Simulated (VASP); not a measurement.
Ca3BiPb, 5 atoms in the cell. The structure is cubic, space group Pm-3m (No. 221). The conventional cell has a = 5.942 Å, b = 5.942 Å, c = 5.942 Å, α = 90.00°, β = 90.00°, γ = 90.00°. Pb (site symmetry m-3m) has 12 Ca at 4.20 Å and 8 Bi at 5.15 Å within 5.5 Å. Bi (site symmetry m-3m) has 6 Ca at 2.97 Å within 3.9 Å. Ca (site symmetry 4/mmm) has 2 Bi at 2.97 Å within 3.9 Å. 

| Item | Value |
| --- | --- |
| Program | VASP 6.6.1 |
| Task | single point |
| Functional | PBE |
| Potentials or basis | VASP PAW PBE potentials, release 64 (Pb_d, Bi_d, Ca_sv) |
| Cutoff | 520 eV |
| k mesh | 4 × 4 × 4 |
| Occupations | fermi-dirac, width 0.1 eV |
| Spin | no spin polarisation |
| Dipole correction | no |
| Further INCAR settings | ALGO = Normal; EDIFF = 1e-07; NBANDS = 38 |

Potentials or basis: VASP PAW PBE potentials, release 64 (Pb_d, Bi_d, Ca_sv).

Command:

```console
$ cat potpaw_PBE.64/Pb_d/POTCAR potpaw_PBE.64/Bi_d/POTCAR potpaw_PBE.64/Ca_sv/POTCAR > POTCAR
$ mpirun -np 1 vasp_std > vasp.out
```

Hardware: 1 thread of Intel(R) Xeon(R) Platinum 8488C (Sapphire Rapids), with other jobs on the host.

Task: How long does it take, and how much memory?

Result: Wall time 83 s on 1 thread of Intel(R) Xeon(R) Platinum 8488C (Sapphire Rapids), with other jobs on the host, peak memory 0.35 GiB. Counts: scf iterations 15, k points 10.
